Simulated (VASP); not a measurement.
# I (R-3m) in VASP: electric field gradients with LDA

Aim: the electric field gradients of I with LDA.

Everything below comes from runs of VASP 6.6.1. Logs are shortened: lines on timing, memory, paths and dates and some standing lists are left out, and cuts for length are marked.

### 1 The cell of the first run

The structure is trigonal, space group R-3m (No. 166). The conventional cell has a = 4.935 Å, b = 4.935 Å, c = 12.089 Å, α = 90.00°, β = 90.00°, γ = 120.00°. I (site symmetry 3m) has 1 I at 1.75 Å within 2.3 Å.

### 2 Electric field gradients, LDA (shortest bond scaled by 0.58)

Input file INCAR:

```
PREC = Accurate
ENCUT = 520
EDIFF = 1E-8
ISMEAR = -1
SIGMA = 0.05
LREAL = F
LASPH = T
NELM = 80
ALGO = Normal
ISIF = 2
LWAVE = F
LCHARG = F
GGA = CA
LEFG = T
NBANDS = 14
```

Input file KPOINTS:

```
Automatic mesh
0
Gamma
  8 8 8
```

Input file POSCAR:

```
I
1.0
    0.0000000000      3.4897660234      3.4897660234
    3.4897660234      0.0000000000      3.4897660234
    3.4897660234      3.4897660234      0.0000000000
I
2
Direct
   -0.2825000000     -0.0725000000     -0.0725000000
    0.2825000000      0.0725000000      0.0725000000
```

Potentials or basis: VASP PAW LDA potentials, release 64 (I).

On the command line:

```
> cat potpaw_LDA.64/I/POTCAR > POTCAR
> mpirun -np 1 vasp_std > vasp.out
```

OUTCAR:

```text
PREC = Accurate
   ENCUT = 520
   EDIFF = 1E-8
   ISMEAR = -1
   LREAL = F
   LASPH = T
   NELM = 80
   ISIF = 2
   GGA = CA

 ion  position               nearest neighbor table
   1  0.718  0.928  0.928-   2 1.75
   2  0.282  0.072  0.072-   1 1.75

 -----------------------------------------------------------------------------
|                                                                             |
|           W    W    AA    RRRRR   N    N  II  N    N   GGGG   !!!           |
|           W    W   A  A   R    R  NN   N  II  NN   N  G    G  !!!           |
|           W    W  A    A  R    R  N N  N  II  N N  N  G       !!!           |
|           W WW W  AAAAAA  RRRRR   N  N N  II  N  N N  G  GGG   !            |
|           WW  WW  A    A  R   R   N   NN  II  N   NN  G    G                |
|           W    W  A    A  R    R  N    N  II  N    N   GGGG   !!!           |
|                                                                             |
|     The distance between some ions is very small. Please check the          |
|     nearest-neighbor list in the OUTCAR file.                               |
|     I HOPE YOU KNOW WHAT YOU ARE DOING!                                     |
|                                                                             |
 -----------------------------------------------------------------------------

  LATTYP: Found a face centered cubic cell.
 ALAT       =     6.9795320468

  Lattice vectors:

 A1 = (   0.0000000000,   3.4897660234,   3.4897660234)
 A2 = (   3.4897660234,   0.0000000000,   3.4897660234)
 A3 = (   3.4897660234,   3.4897660234,   0.0000000000)

Analysis of symmetry for initial positions (statically):
=====================================================================
 Subroutine PRICEL returns:
 Original cell was already a primitive cell.

 Routine SETGRP: Setting up the symmetry group for a
 face centered cubic supercell.

 Subroutine GETGRP returns: Found 12 space group operations
 (whereof  4 operations were pure point group operations)
 out of a pool of 48 trial point group operations.

The static configuration has the point symmetry C_2h.
 The point group associated with its full space group is D_3d.

Analysis of symmetry for dynamics (positions and initial velocities):
=====================================================================
 Subroutine PRICEL returns:
 Original cell was already a primitive cell.
[... 167 lines left out ...]
      2      -5.6035      2.00000
      3      -2.6813      2.00000
      4      -2.6813      2.00000
      5      -2.3104      2.00000
      6       3.0050      2.00000
      7       3.0050      2.00000
      8       6.4113      0.00000
      9       8.1321      0.00000
     10       8.9476      0.00000
     11       8.9476      0.00000
     12      10.8877      0.00000
     13      10.8877      0.00000
     14      13.0342      0.00000
[... 377 lines left out ...]
      1     -16.2895      2.00000
      2      -5.9505      2.00000
      3      -3.3404      2.00000
      4      -2.7768      2.00000
      5      -1.5966      2.00000
      6       2.7942      2.00000
      7       3.3650      2.00000
      8       7.3581      0.00000
      9       7.7720      0.00000
     10       9.5677      0.00000
     11      10.1563      0.00000
     12      10.7919      0.00000
     13      12.1776      0.00000
     14      12.5322      0.00000

 [... further k-points ...]

------------------------ aborting loop because EDIFF is reached ----------------------------------------

  FORCE on cell =-STRESS in cart. coord.  units (eV):
  Direction    XX          YY          ZZ          XY          YZ          ZX
  --------------------------------------------------------------------------------------
  -------------------------------------------------------------------------------------
  Total       50.7300491     50.7300491     50.7300491    -49.9108496     49.9108496    -49.9108496
  in kB      956.2180548    956.2180548    956.2180548   -940.7768448    940.7768448   -940.7768448
  external PRESSURE =     956.2180548 kB  Pullay stress =       0.0000000 kB

 VOLUME and BASIS-vectors are now :
 -----------------------------------------------------------------------------
  energy-cutoff  :      520.00
  volume of cell :       85.00
      direct lattice vectors                 reciprocal lattice vectors
     0.000000000  3.489766023  3.489766023    -0.143276081  0.143276081  0.143276081
     3.489766023  0.000000000  3.489766023     0.143276081 -0.143276081  0.143276081
     3.489766023  3.489766023  0.000000000     0.143276081  0.143276081 -0.143276081

 POSITION                                       TOTAL-FORCE (eV/Angst)
 -----------------------------------------------------------------------------------
      6.47352      5.74067      5.74067       -48.629964     48.629964     48.629964
      0.50602      1.23887      1.23887        48.629964    -48.629964    -48.629964
 -----------------------------------------------------------------------------------
    total drift:                                0.000000      0.000000      0.000000

  FREE ENERGIE OF THE ION-ELECTRON SYSTEM (eV)
  ---------------------------------------------------
  free  energy   TOTEN  =        16.9211679134 eV

  energy  without entropy=       16.9211827457  energy(sigma->0) =       16.92117533

 Electric field gradients (V/A^2)
---------------------------------------------------------------------
 ion       V_xx      V_yy      V_zz      V_xy      V_xz      V_yz
---------------------------------------------------------------------
   1       0.000    -0.000    -0.000   -94.231   -94.231    94.231
   2       0.000    -0.000    -0.000   -94.231   -94.231    94.231
---------------------------------------------------------------------

 Electric field gradients after diagonalization (V/A^2)
 (convention: |V_zz| > |V_xx| > |V_yy|)
----------------------------------------------------------------------
 ion       V_xx      V_yy      V_zz     asymmetry (V_yy - V_xx)/ V_zz
----------------------------------------------------------------------
   1     -94.231   -94.231   188.463       0.000
   2     -94.231   -94.231   188.463       0.000
----------------------------------------------------------------------

           NMR quadrupolar parameters

 Cq : quadrupolar parameter    Cq=e*Q*V_zz/h
 eta: asymmetry parameters     (V_yy - V_xx)/ V_zz
 Q  : nuclear electric quadrupole moment in mb (millibarn)
----------------------------------------------------------------------
 ion       Cq(MHz)       eta       Q (mb)
----------------------------------------------------------------------
   1       0.456       0.000       1.000
   2       0.456       0.000       1.000
----------------------------------------------------------------------
```

OSZICAR:

```text
N       E                     dE             d eps       ncg     rms          rms(c)
DAV:   1     0.101369084962E+03    0.10137E+03   -0.53307E+03  1820   0.800E+02
DAV:   2     0.224876731140E+02   -0.78881E+02   -0.72268E+02  2340   0.139E+02
DAV:   3     0.162635854283E+02   -0.62241E+01   -0.61897E+01  2402   0.458E+01
DAV:   4     0.161124859152E+02   -0.15110E+00   -0.15107E+00  2546   0.853E+00
DAV:   5     0.161098402535E+02   -0.26457E-02   -0.26456E-02  2462   0.104E+00    0.348E+01
DAV:   6     0.166836206417E+02    0.57378E+00   -0.27300E-01  2258   0.261E+00    0.216E+01
DAV:   7     0.169150407816E+02    0.23142E+00   -0.44383E-01  2414   0.333E+00    0.129E+00
DAV:   8     0.169212806206E+02    0.62398E-02   -0.39286E-02  2162   0.107E+00    0.191E-01
DAV:   9     0.169212605877E+02   -0.20033E-04   -0.11269E-03  2402   0.223E-01    0.184E-01
DAV:  10     0.169212035476E+02   -0.57040E-04   -0.17661E-04  2312   0.764E-02    0.529E-02
DAV:  11     0.169211725614E+02   -0.30986E-04   -0.46990E-05  2276   0.378E-02    0.682E-03
DAV:  12     0.169211695808E+02   -0.29806E-05   -0.34722E-06  2390   0.103E-02    0.523E-03
DAV:  13     0.169211679661E+02   -0.16147E-05   -0.85164E-07  2216   0.491E-03    0.197E-03
DAV:  14     0.169211679126E+02   -0.53491E-07   -0.61895E-08  2412   0.136E-03    0.168E-03
DAV:  15     0.169211679134E+02    0.74124E-09   -0.94562E-09  2300   0.523E-04
   1 F= 0.16921168E+02 E0= 0.16921175E+02  d E =-.148323E-04
```

stdout:

```text
POSCAR found type information on POSCAR I
 POSCAR found :  1 types and       2 ions
 scaLAPACK will be used
 LDA part: xc-table for (Slater(with rela. corr.)+CA(PZ))
 , standard interpolation
 -----------------------------------------------------------------------------
|                                                                             |
|           W    W    AA    RRRRR   N    N  II  N    N   GGGG   !!!           |
|           W    W   A  A   R    R  NN   N  II  NN   N  G    G  !!!           |
|           W    W  A    A  R    R  N N  N  II  N N  N  G       !!!           |
|           W WW W  AAAAAA  RRRRR   N  N N  II  N  N N  G  GGG   !            |
|           WW  WW  A    A  R   R   N   NN  II  N   NN  G    G                |
|           W    W  A    A  R    R  N    N  II  N    N   GGGG   !!!           |
|                                                                             |
|     The distance between some ions is very small. Please check the          |
|     nearest-neighbor list in the OUTCAR file.                               |
|     I HOPE YOU KNOW WHAT YOU ARE DOING!                                     |
|                                                                             |
 -----------------------------------------------------------------------------

 POSCAR, INCAR and KPOINTS ok, starting setup
 FFT: planning ... GRIDC
 FFT: planning ... GRID_SOFT
 FFT: planning ... GRID
 WAVECAR not read
 entering main loop
ion   1

ion   2
```

It took 36 s on 1 thread of Intel Xeon 6975P-C (Granite Rapids), shared host; peak memory 0.22 GiB.

Results:

- Free energy: 16.9212 eV
- Pressure: 95.6 GPa
- Largest force: 84.230 eV/Å
- Band gap on the k mesh: 0.68 eV (least direct gap 1.29 eV)
- Largest electric field gradient by atom: I +188.5 V/Å²

Forces in eV/Å, atoms in the order of the input:
```
I   -48.630  48.630  48.630
I    48.630 -48.630 -48.630
```

Stress tensor (GPa, compression positive):
```
 95.62 -94.08 -94.08
-94.08  95.62  94.08
-94.08  94.08  95.62
```

Levels at points of the mesh, in eV from the valence-band top:
```
           k point  band 4  band 5  band 6  band 7  band 8  band 9  band 10  band 11
(0.00, 0.00, 0.00)   -7.57   -7.20   -1.88   -1.88    1.53    3.25     4.06     4.06
(0.50, 0.00, 0.00)   -7.95   -4.61   -0.46   -0.46    0.82    3.53     3.53     4.22
(0.00, 0.50, 0.00)   -7.57   -6.54   -2.38   -0.58    2.74    2.94     3.83     5.73
(0.50, 0.50, 0.00)   -7.94   -5.84   -1.98    0.00    1.62    3.55     5.01     6.00
```

Electric field gradients, principal values (V/Å²):
```
atom    least   middle  greatest (by size)
 1 I  -94.231  -94.231             188.463
 2 I  -94.231  -94.231             188.463
```

Caveat: the cell differs from its parent crystal (shortest bond scaled by 0.58); atoms lie so close that the PAW spheres overlap strongly, which falsifies energies and pressures; the cell stands under pressure; without QUAD_EFG the Cq values of the log hold for a quadrupole moment of 1 mb, not for the nuclei; spin-orbit coupling is left out, which moves the levels of the heavy elements; forces of over 1 eV/Å act on the atoms, so gaps and moduli don't describe the material at rest. A k mesh can miss the band edges.
